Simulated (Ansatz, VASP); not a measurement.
## One calculation of NbRu3, two programs

File INCAR:

```
ALGO     = Normal         # electronic algorithm
EDIFF    = 1E-8           # SCF threshold, eV
ENCUT    = 520            # plane-wave cutoff, eV
GGA      = CA             # functional
ISIF     = 2              # what is computed and relaxed
ISMEAR   = -1             # smearing method
LASPH    = True           # aspherical terms in the spheres
LCHARG   = False          # write CHGCAR
LEFG     = True         
LREAL    = False          # projectors in reciprocal space
LWAVE    = False          # write WAVECAR
NBANDS   = 36             # bands
NELM     = 80             # most SCF steps
PREC     = Accurate       # precision mode
SIGMA    = 0.05           # smearing width, eV
```

Contents of KPOINTS:

```
k-points
0
Gamma
  9 9 9
```

POSCAR

```
NbRu3
1.0
    3.8800000000      0.0194000000      0.0194000000
    0.0194000000      3.8800000000      0.0194000000
    0.0194000000      0.0194000000      3.8800000000
Nb Ru
1 3
Direct
    0.0000000000      0.0000000000      0.0000000000
    0.0000000000      0.5000000000      0.5000000000
    0.5000000000      0.0000000000      0.5000000000
    0.5000000000      0.5000000000      0.0000000000
```

Input for Ansatz:

```yaml
crystal:
  lattice:
    - [3.88, 0.0194, 0.0194]
    - [0.0194, 3.88, 0.0194]
    - [0.0194, 0.0194, 3.88]
  atoms:
    - { symbol: Nb, position: [0.0, 0.0, 0.0] }
    - { symbol: Ru, position: [0.0, 0.5, 0.5] }
    - { symbol: Ru, position: [0.5, 0.0, 0.5] }
    - { symbol: Ru, position: [0.5, 0.5, 0.0] }
kpoints:
  mp_grid: { grid: [9, 9, 9] }
scf:
  occupations: { method: fermi_dirac, width: 0.05 }
hamiltonian:
  xc: lda
  pseudopotentials: { kind: all_electron, datasets: crystal }
output:
  forces: true
  stress: true
  eigenvalues: true
  efg: { contact_densities: true }
```

Change from the starting cell: equal xy, yz and zx shear strains of +1 %, crystal datasets.

Alike in both runs: task electric field gradients; functional LDA; k mesh 9 × 9 × 9; occupations fermi-dirac, width 0.05 eV; no spin polarisation.

|  | VASP | Ansatz |
| --- | --- | --- |
| version | VASP 6.6.1 | Ansatz 0.2.0 |
| potentials or method | VASP PAW LDA potentials, release 64 (Nb_sv, Ru_pv), cutoff 520 eV | all-electron PAW with datasets made for the crystal, scalar-relativistic |

|  | VASP | Ansatz | Ansatz less VASP |
| --- | --- | --- | --- |
| pressure (GPa) | -10.9 | -11.3 | -0.42 |
| traceless stress, the component that is largest in VASP (GPa) | -1.58 | -1.58 | +0.004 |
| size of Vzz on the site where it differs most (V/Å²) | 14.4 | 8.6 | -5.79 |

LDA's correlation is that of Perdew and Zunger in VASP and of Perdew and Wang (1992) in Ansatz. Ansatz ran all-electron here, and VASP with PAW potentials.
